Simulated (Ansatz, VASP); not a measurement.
Two plane-wave programs on RbCl

Contents of INCAR:

```
SYSTEM = RbCl
  PREC = Accurate
  ENCUT = 500
  EDIFF = 1E-7
  ISMEAR = -1
  SIGMA = 0.08
  LREAL = .False.
  LASPH = .True.
  NELM = 120
  ALGO = Normal
  ISIF = 3
  LWAVE = .False.
  LCHARG = .False.
  GGA = PS
  IBRION = 2
  NSW = 100
  EDIFFG = -0.002
  GGA_COMPAT = .False.
  NELMIN = 4
```

File KPOINTS:

```
regular mesh
0
Gamma
  12 12 12
  0 0 0
```

File POSCAR:

```
RbCl
1.0
    0.0000000000      3.2740000000      3.2740000000
    3.2740000000      0.0000000000      3.2740000000
    3.2740000000      3.2740000000      0.0000000000
Rb Cl
1 1
Direct
    0.0000000000      0.0000000000      0.0000000000
    0.5000000000      0.5000000000      0.5000000000
```

Input for Ansatz:

```yaml
crystal:
  lattice:
    - [0.0, 3.274, 3.274]
    - [3.274, 0.0, 3.274]
    - [3.274, 3.274, 0.0]
  atoms:
    - { symbol: Rb, position: [0.0, 0.0, 0.0] }
    - { symbol: Cl, position: [0.5, 0.5, 0.5] }
kpoints:
  mp_grid: { grid: [12, 12, 12] }
scf:
  occupations: { method: fermi_dirac, width: 0.08 }
hamiltonian:
  xc: pbesol
  pseudopotentials: { kind: paw }
relax:
  f_tol: 0.002
  max_steps: 80
  cell: {}
output:
  forces: true
  stress: true
  write_density: true
  write_potential: true
  elf: true
  volumetric_format: npy
```

Alike in both runs: task relaxation of cell and atoms; functional PBEsol; k mesh 12 × 12 × 12; occupations fermi-dirac, width 0.08 eV; no spin polarisation.

|  | VASP | Ansatz |
| --- | --- | --- |
| version | VASP 6.6.1 | Ansatz 0.2.0 |
| potentials or method | VASP PAW PBE potentials, release 64 (Rb_sv, Cl) | PAW with Ansatz's default frozen-core files, scalar-relativistic |
| plane-wave cutoff (eV) | 500 | 420 |
| valence electrons in the cell | 16 | 16 |

```csv
,VASP,Ansatz,Ansatz less VASP
"gap on the k mesh at the Fermi level, each at its own relaxed structure (eV)",4.89,4.89,0.000
relaxed volume (Å³/atom),35.05,35.09,+0.042
relaxed length of the cell vector where the two differ most in proportion (Å),4.628,4.630,+0.0019
```

VASP's potentials were made for PBE, not for PBEsol.
